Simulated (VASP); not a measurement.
Set up this calculation in VASP 6.6.1, as the native input.

```
Task                   : single point
Functional             : PBE
Potentials or basis    : VASP PAW PBE potentials, release 64 (As, Ru_pv)
Cutoff                 : 520 eV
k mesh                 : 12 × 12 × 12
Occupations            : gaussian, width 0.1 eV
Spin                   : no spin polarisation
Dipole correction      : no
Further INCAR settings : ALGO = Fast; EDIFF = 1e-06; NBANDS = 32
```

The structure of AsRu3 lies in POSCAR:

```
AsRu3
1.0
    3.8460766879      0.0000000000      0.0000000000
    0.0000000000      3.8460766879      0.0000000000
    0.0000000000      0.0000000000      3.8460766879
As Ru
1 3
Direct
    0.0000000000      0.0000000000      0.0000000000
    0.0000000000      0.5000000000      0.5000000000
    0.5000000000      0.0000000000      0.5000000000
    0.5000000000      0.5000000000      0.0000000000
```

One way to write it, as run:

INCAR

```
PREC     = Accurate       # precision mode
ENCUT    = 520            # plane-wave cutoff, eV
EDIFF    = 1E-6           # SCF threshold, eV
ISMEAR   = 0              # smearing method
SIGMA    = 0.1            # smearing width, eV
LREAL    = False          # projectors in reciprocal space
LASPH    = True           # aspherical terms in the spheres
NELM     = 80             # most SCF steps
ALGO     = Fast           # electronic algorithm
ISIF     = 2              # what is computed and relaxed
LWAVE    = False          # write WAVECAR
LCHARG   = True           # write CHGCAR
GGA      = PE             # functional
LELF     = True           # ELF
LVHAR    = True         
NBANDS   = 32             # bands
```

KPOINTS

```
regular mesh
0
Gamma
  12 12 12
```

Potentials or basis: VASP PAW PBE potentials, release 64 (As, Ru_pv).

Run with:

```sh
$ cat potpaw_PBE.64/As/POTCAR potpaw_PBE.64/Ru_pv/POTCAR > POTCAR
$ mpirun -np 1 vasp_std > vasp.out
```

Results of the run:

The pressure is 0.0 GPa and the band gap on the k mesh is zero (an odd number of electrons rules out a gap without spin polarisation).

Run time: 2.9 min on 1 thread of Intel Xeon 8259CL (shared host), peak memory 0.26 GiB.
